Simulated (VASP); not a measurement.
# Mg5O (P1) in VASP: single point with PBE

Aim: the single point of Mg5O with PBE.

Everything below comes from runs of VASP 6.6.1. Logs are shortened: lines on timing, memory, paths and dates and some standing lists are left out, and cuts for length are marked.

### Step 1. The cell of the first run

The typed cell holds 6 atoms: a = 3.008 Å, b = 5.476 Å, c = 7.628 Å, α = 104.70°, β = 99.58°, γ = 104.18°.

### Step 2. Single point, PBE

Contents of INCAR:

```
PREC = Accurate
ENCUT = 520
EDIFF = 1E-6
ISMEAR = 0
SIGMA = 0.2
LREAL = F
LASPH = T
NELM = 60
ALGO = Normal
ISIF = 2
LWAVE = F
LCHARG = F
GGA = PE
NBANDS = 17
```

Contents of KPOINTS:

```
regular mesh
0
Gamma
  6 3 3
```

Contents of POSCAR:

```
Mg5O
1.0
    2.9969289457      0.0382422924     -0.2541330164
   -1.4155619824      5.2895407386     -0.0240157218
   -0.6277140799     -2.1385157939      7.2947244981
Mg O
5 1
Direct
   -0.1854689924      0.0806293922     -0.0936194221
    0.2250276943      0.7190575446      0.1063424322
    0.6111256053      0.3291969142      0.2841978887
    1.0562481554      0.9077325887      0.5114309385
    0.3893061020      0.4627515623      0.7018438549
    0.7370914654      0.1672980480      0.6564703479
```

Potentials or basis: VASP PAW PBE potentials, release 64 (Mg, O).

The run is started by

```bash
cat potpaw_PBE.64/Mg/POTCAR potpaw_PBE.64/O/POTCAR > POTCAR
mpirun -np 1 vasp_std > vasp.out
```

OUTCAR:

```text
PREC = Accurate
   ENCUT = 520
   EDIFF = 1E-6
   ISMEAR = 0
   LREAL = F
   LASPH = T
   NELM = 60
   ISIF = 2
   GGA = PE

 ion  position               nearest neighbor table
   1  0.815  0.081  0.906-   6 2.07   3 3.09   2 3.14   3 3.16   5 3.17   2 3.18   4 3.18   4 3.22
                             5 3.25   2 3.26   5 3.28
   2  0.225  0.719  0.106-   3 3.10   1 3.14   3 3.15   4 3.17   1 3.18   3 3.19   5 3.22   1 3.26
                             5 3.36   4 3.38
   3  0.611  0.329  0.284-   4 3.03   1 3.09   2 3.10   2 3.15   1 3.16   2 3.19   5 3.30   5 3.41
                             4 3.50   4 3.59
   4  0.056  0.908  0.511-   6 2.10   6 2.11   5 2.85   3 3.03   2 3.17   1 3.18   1 3.22   2 3.38
                             5 3.40   3 3.50   5 3.53   3 3.59
   5  0.389  0.463  0.702-   6 2.12   6 2.13   4 2.85   1 3.17   2 3.22   1 3.25   1 3.28   3 3.30
                             2 3.36   4 3.40   3 3.41   4 3.53
   6  0.737  0.167  0.656-   1 2.07   4 2.10   4 2.11   5 2.12   5 2.13

  LATTYP: Found a triclinic cell.
 ALAT       =     5.4757313399
 B/A-ratio  =     1.9098026086
 C/A-ratio  =     0.5493198138
 COS(alpha) =     0.0069025778
 COS(beta)  =     0.2449182378
 COS(gamma) =     0.7086975228

  Lattice vectors:

 A1 = (  -1.4155619824,   5.2895407386,  -0.0240157218)
 A2 = (  -0.7878479025,   7.4280565325,  -7.3187402199)
 A3 = (  -2.9969289457,  -0.0382422924,   0.2541330164)

Analysis of symmetry for initial positions (statically):
=====================================================================
 Subroutine PRICEL returns:
 Original cell was already a primitive cell.

 Routine SETGRP: Setting up the symmetry group for a
 triclinic supercell.

 Subroutine GETGRP returns: Found  1 space group operations
 (whereof  1 operations were pure point group operations)
 out of a pool of  2 trial point group operations.

The static configuration has the point symmetry C_1 .

Analysis of symmetry for dynamics (positions and initial velocities):
=====================================================================
 Subroutine PRICEL returns:
 Original cell was already a primitive cell.

 Routine SETGRP: Setting up the symmetry group for a
 triclinic supercell.

 Subroutine GETGRP returns: Found  1 space group operations
 (whereof  1 operations were pure point group operations)
 out of a pool of  2 trial point group operations.

The dynamic configuration has the point symmetry C_1 .

 Subroutine INISYM returns: Found  1 space group operations
 (whereof  1 operations are pure point group operations),
[... 104 lines left out ...]
   EDIFF  = 0.1E-05   stopping-criterion for ELM
   LREAL  =      F    real-space projection
   EDIFFG = 0.1E-04   stopping-criterion for IOM
   NSW    =      0    number of steps for IOM
   IBRION =     -1    ionic relax: 0-MD 1-quasi-New 2-CG
   NFREE  =      0    steps in history (QN), initial steepest desc. (CG)
   ISIF   =      2    stress and relaxation
   ISYM   =      2    0-nonsym 1-usesym 2-fastsym
   POTIM  = 0.5000    time-step for ionic-motion
   TEBEG  =    0.0;   TEEND  =   0.0 temperature during run
   PSTRESS=    0.0 pullay stress
   NELECT =      16.0000    total number of electrons
   NUPDOWN=      -1.0000    fix difference up-down
   EMIN   =  10.00;   EMAX   =-10.00  energy-range for DOS
   EFERMI =   0.00;   METHOD = LEGACY
   ISMEAR =     0;   SIGMA  =   0.20  broadening in eV -4-tet -1-fermi 0-gaus
   EFERMI_NEDOS =   21; number of points for ismear=-14 and -15
   IALGO  =     38    algorithm
   IMIX   =      4    mixing-type and parameters
     AMIX     =   0.40;   BMIX     =  1.00
     AMIX_MAG =   1.60;   BMIX_MAG =  1.00
  volume/ion in A,a.u.               =      19.04       128.52
  Fermi-wavevector in a.u.,A,eV,Ry     =   0.850108  1.606472  9.832718  0.722684
  Thomas-Fermi vector in A             =   1.966034
   LORBIT       =      0    0 simple, 1 ext, 2 COOP (PROOUT), +10 PAW based schemes
   GGA     = PE    functional components
   LHFCALC =     F    Hartree Fock is set to
   AEXX    =    0.0000 exact exchange contribution
   IVDW    =     0    specifies the selected vdW correction
   LEPSILON=     F    determine dielectric tensor
   LRPA    =     F    only Hartree local field effects (RPA)
 non-spin polarized calculation
 Gauss-broadening in eV      SIGMA  =   0.20
  energy-cutoff  :      520.00
  volume of cell :      114.27
 maximum number of plane-waves:      3105
 NGX is ok and might be reduce to    24
   NGX = 11   NGY = 21   NGZ = 29

 number of electron      15.9999999 magnetization

 Free energy of the ion-electron system (eV)
  ---------------------------------------------------
  ext. energy  EPLUGINS =         0.00000000
  ---------------------------------------------------
  free energy    TOTEN  =       -16.81669290 eV

  energy without entropy =      -16.78869220  energy(sigma->0) =      -16.80269255

 E-fermi :   3.1502     XC(G=0):  -8.8234

 val. band max:        3.1165174130   @ k =   0.0000   0.3333   0.3333
 cond. band min:       3.1701646567   @ k =  -0.1667   0.3333   0.0000
 fundamental gap:      0.0536472437
 Fermi energy:         3.1502404168

 k-point     1 :       0.0000    0.0000    0.0000
  band No.  band energies     occupation
      1     -16.2252      2.00000
      2      -3.2365      2.00000
      3      -2.9022      2.00000
      4      -2.5796      2.00000
      5      -0.8189      2.00000
      6       0.0900      2.00000
[... 457 lines left out ...]
      4      -1.8369      2.00000
      5      -1.4096      2.00000
      6      -0.1461      2.00000
[... 9 lines left out ...]
     16       9.7881      0.00000
     17      10.2410      0.00000

 [... further k-points ...]
[... 5 lines left out ...]
  --------------------------------------------------------------------------------------
  -------------------------------------------------------------------------------------
  Total        0.1083500      0.0460818      0.1628314      0.0070754     -0.0518119     -0.2789054
  in kB        1.5192106      0.6461280      2.2831126      0.0992061     -0.7264715     -3.9106232
  external PRESSURE =       1.4828171 kB  Pullay stress =       0.0000000 kB

 VOLUME and BASIS-vectors are now :
 -----------------------------------------------------------------------------
  energy-cutoff  :      520.00
  volume of cell :      114.27
      direct lattice vectors                 reciprocal lattice vectors
     2.996928946  0.038242292 -0.254133016     0.337230586  0.090500270  0.055549822
    -1.415561982  5.289540739 -0.024015722     0.002314755  0.189925491  0.055877596
    -0.627714080 -2.138515794  7.294724498     0.011756032  0.003778115  0.139204570

 POSITION                                       TOTAL-FORCE (eV/Angst)
 -----------------------------------------------------------------------------------
      1.75801     -1.48067      6.40286        -0.003995      0.015627     -0.013581
     -0.41023      3.58467      0.70128         0.003710     -0.008768      0.008412
      1.18711      1.15691      1.90993         0.002448      0.000837      0.005751
     -1.43741      3.70994      3.69465        -0.001957      0.026832      0.008741
      0.07111      0.96173      5.00971        -0.000714     -0.031890     -0.006227
      1.56011     -0.49075      4.59743         0.000508     -0.002638     -0.003095
 -----------------------------------------------------------------------------------
    total drift:                               -0.000380     -0.000347      0.000556

  FREE ENERGIE OF THE ION-ELECTRON SYSTEM (eV)
  ---------------------------------------------------
  free  energy   TOTEN  =       -16.8166928960 eV

  energy  without entropy=      -16.7886922037  energy(sigma->0) =      -16.80269255
```

OSZICAR:

```text
N       E                     dE             d eps       ncg     rms          rms(c)
DAV:   1     0.487962086310E+02    0.48796E+02   -0.55129E+03   952   0.734E+02
DAV:   2    -0.124249726273E+02   -0.61221E+02   -0.54875E+02  1262   0.126E+02
DAV:   3    -0.192424562982E+02   -0.68175E+01   -0.67735E+01  1198   0.428E+01
DAV:   4    -0.192902195783E+02   -0.47763E-01   -0.47753E-01  1236   0.438E+00
DAV:   5    -0.192905158555E+02   -0.29628E-03   -0.29627E-03  1254   0.347E-01    0.869E+00
DAV:   6    -0.169688057075E+02    0.23217E+01   -0.11294E+01  1116   0.197E+01    0.371E+00
DAV:   7    -0.168566671926E+02    0.11214E+00   -0.36746E-01  1012   0.451E+00    0.176E+00
DAV:   8    -0.168194152700E+02    0.37252E-01   -0.15775E-01  1188   0.290E+00    0.455E-01
DAV:   9    -0.168168283956E+02    0.25869E-02   -0.14681E-02  1317   0.749E-01    0.111E-01
DAV:  10    -0.168169281199E+02   -0.99724E-04   -0.15850E-03  1297   0.352E-01    0.934E-02
DAV:  11    -0.168166884256E+02    0.23969E-03   -0.91884E-04  1312   0.224E-01    0.112E-02
DAV:  12    -0.168166925964E+02   -0.41708E-05   -0.89081E-05   987   0.608E-02    0.685E-03
DAV:  13    -0.168166928960E+02   -0.29965E-06   -0.85829E-06  1216   0.174E-02
   1 F= -.16816693E+02 E0= -.16802693E+02  d E =-.280007E-01
```

Run time: 32 s. Hardware: 1 thread of Intel Xeon 6975P-C (Granite Rapids), shared host; peak memory 0.24 GiB.

Results:

| Item | Value |
| --- | --- |
| Free energy | -16.8167 eV |
| Pressure | 0.1 GPa |
| Largest force | 0.033 eV/Å |
| Band gap on the k mesh | zero (band 8 reaches 4.00 eV, above the bottom of band 9 at 2.51 eV) |

Forces in eV/Å, atoms in the order of the input:
```
Mg  -0.004  0.016 -0.014
Mg   0.004 -0.009  0.008
Mg   0.002  0.001  0.006
Mg  -0.002  0.027  0.009
Mg  -0.001 -0.032 -0.006
O    0.001 -0.003 -0.003
```

Stress tensor (GPa, compression positive):
```
 0.15  0.01 -0.39
 0.01  0.06 -0.07
-0.39 -0.07  0.23
```

Levels at points of the mesh, in eV from the Fermi level:
```csv
k point,band 6,band 7,band 8,band 9,band 10,band 11
"(0.00, 0.00, 0.00)",-3.06,-2.66,-1.00,-0.63,1.17,1.59
"(0.50, 0.00, 0.00)",-1.66,-0.83,0.09,0.79,1.33,2.23
```

Caveat: the k points lie up to 0.41 Å⁻¹ apart.
